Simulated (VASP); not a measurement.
A run of VASP 6.6.1 is set up as follows.

Contents of INCAR:

```
SYSTEM = CO2
ALGO     = Normal         ! electronic algorithm
EDIFF    = 1E-7           ! SCF threshold, eV
ENCUT    = 520            ! plane-wave cutoff, eV
GGA      = PE             ! functional
ISIF     = 2              ! what is computed and relaxed
ISMEAR   = 0              ! smearing method
LASPH    = .True.         ! aspherical terms in the spheres
LCHARG   = .True.         ! write CHGCAR
LELF     = .True.         ! ELF
LREAL    = .False.        ! projectors in reciprocal space
LVHAR    = .True.       
LWAVE    = .False.        ! write WAVECAR
NBANDS   = 44             ! bands
NELM     = 60             ! most SCF steps
PREC     = Accurate       ! precision mode
SIGMA    = 0.05           ! smearing width, eV
```

File KPOINTS:

```
k-points
0
Gamma
  4 4 4
  0 0 0
```

The input POSCAR:

```
CO2
1.0
    6.1557170221      0.0000000000      0.0000000000
    0.0000000000      6.1557170221      0.0000000000
    0.0000000000      0.0000000000      6.6173957988
C O
4 8
Direct
    0.0000000000      0.0000000000      0.0000000000
    0.5000000000      0.0000000000      0.5000000000
    0.5000000000      0.5000000000      0.0000000000
    0.0000000000      0.5000000000      0.5000000000
    0.1114834447      0.1114834447      0.1114834447
    0.3885165553      0.8885165553      0.6114834447
    0.6114834447      0.3885165553      0.8885165553
    0.8885165553      0.6114834447      0.3885165553
    0.8885165553      0.8885165553      0.8885165553
    0.6114834447      0.1114834447      0.3885165553
    0.3885165553      0.6114834447      0.1114834447
    0.1114834447      0.3885165553      0.6114834447
```

Potentials or basis: VASP PAW PBE potentials, release 64 (C, O).

The run is started by

```sh
$ cat potpaw_PBE.64/C/POTCAR potpaw_PBE.64/O/POTCAR > POTCAR
$ mpirun -np 1 vasp_std > vasp.out
```

(1) What does it give for the pressure?

(2) Predict the largest force.

(3) Predict the band gap on the k mesh.

Answers

(1) -8.2 GPa.

(2) 3.778 eV/Å.

(3) 6.19 eV.

Caveat: the cell stands under tension; this functional lacks dispersion, which holds the molecules together, so the pressure and a relaxed volume are unreliable; forces of over 1 eV/Å act on the atoms, so gaps and moduli don't describe the material at rest.
